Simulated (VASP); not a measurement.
Set up this calculation in VASP 6.6.1, as the native input.

```
Task                   : single point
Functional             : r2SCAN
Potentials or basis    : VASP PAW PBE potentials, release 64 (K_sv, F)
Cutoff                 : 520 eV
k mesh                 : 10 × 10 × 10
Occupations            : fermi-dirac, width 0.02 eV
Spin                   : no spin polarisation
Dipole correction      : no
Further INCAR settings : ALGO = Normal; EDIFF = 1e-07; NBANDS = 15
```

KF (Carobbiite):

```
CELL_PARAMETERS angstrom
0.00000 2.60477 2.60477
2.60477 0.00000 2.60477
2.60477 2.60477 0.00000
ATOMIC_POSITIONS crystal
K 0.00000 0.00000 0.00000
F 0.50000 0.50000 0.50000
```

The input as run:

POSCAR

```
KF
1.0
    0.0000000000      2.6047736200      2.6047736200
    2.6047736200      0.0000000000      2.6047736200
    2.6047736200      2.6047736200      0.0000000000
K F
1 1
Direct
    0.0000000000      0.0000000000      0.0000000000
    0.5000000000      0.5000000000      0.5000000000
```

INCAR.step1

```
PREC     = Accurate       # precision mode
ENCUT    = 520            # plane-wave cutoff, eV
ISMEAR   = -1             # smearing method
SIGMA    = 0.02           # smearing width, eV
LREAL    = F              # projectors in reciprocal space
LASPH    = T              # aspherical terms in the spheres
NELM     = 80             # most SCF steps
NBANDS   = 15             # bands
GGA      = PE             # functional
ALGO     = Normal         # electronic algorithm
EDIFF    = 1E-4           # SCF threshold, eV
LWAVE    = T              # write WAVECAR
LCHARG   = F              # write CHGCAR
```

INCAR.step2

```
PREC     = Accurate       # precision mode
ENCUT    = 520            # plane-wave cutoff, eV
EDIFF    = 1E-7           # SCF threshold, eV
ISMEAR   = -1             # smearing method
SIGMA    = 0.02           # smearing width, eV
LREAL    = F              # projectors in reciprocal space
LASPH    = T              # aspherical terms in the spheres
NELM     = 80             # most SCF steps
ALGO     = Normal         # electronic algorithm
ISIF     = 2              # what is computed and relaxed
LWAVE    = F              # write WAVECAR
LCHARG   = T              # write CHGCAR
METAGGA  = R2SCAN         # meta-GGA
LMIXTAU  = T            
LELF     = T              # ELF
LVHAR    = T            
NBANDS   = 15             # bands
ISTART   = 1
```

KPOINTS

```
Automatic mesh
0
Gamma
  10 10 10
```

Potentials or basis: VASP PAW PBE potentials, release 64 (K_sv, F).

Launch:

```console
$ cat potpaw_PBE.64/K_sv/POTCAR potpaw_PBE.64/F/POTCAR > POTCAR
$ cp INCAR.step1 INCAR
$ mpirun -np 1 vasp_std > vasp.out
$ cp INCAR.step2 INCAR
$ mpirun -np 1 vasp_std > vasp.out
```

It gave:

```json
{
 "Pressure": "2.6 GPa",
 "Band gap on the k mesh": "7.26 eV, direct"
}
```

Caveat: the PAW data sets were made with another functional, which shifts forces and pressure a little.

Run time: 82 s on 1 thread of Intel(R) Xeon(R) 6975P-C (Granite Rapids) (shared host), peak memory 0.17 GiB.
